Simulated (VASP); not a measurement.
The system is BeTe.

```
Be Te
1.0
     4.03085    0.00000    0.00000
    -2.01543    3.49082    0.00000
     0.00000    0.00000    8.14404
Be Te
2 2
Direct
  0.33333 0.66667 0.25000
  0.66667 0.33333 0.75000
  0.66667 0.33333 0.25000
  0.33333 0.66667 0.75000
```

Base run:

- Program: VASP 6.6.1
- Functional: PBE
- Potentials or basis: VASP PAW PBE potentials, release 64 (Be, Te)
- Cutoff: 520 eV
- k mesh: 6 × 6 × 4
- Occupations: gaussian, width 0.01 eV
- Spin: no spin polarisation

Its results: band gap on the k mesh 2.62 eV, indirect (least direct gap 2.77 eV).

The run is repeated on the same cell with these changes: k mesh from 6 × 6 × 4 to 6 × 6 × 2; further incar settings from ALGO = Normal; EDIFF = 1e-08 to ALGO = Normal; EDIFF = 1e-07; NBANDS = 16. What comes out?

Band gap on the k mesh 2.73 eV, indirect (least direct gap 2.88 eV).

Caveats: spin-orbit coupling is left out, which moves the levels of the heavy elements.

A k mesh can miss the band edges.
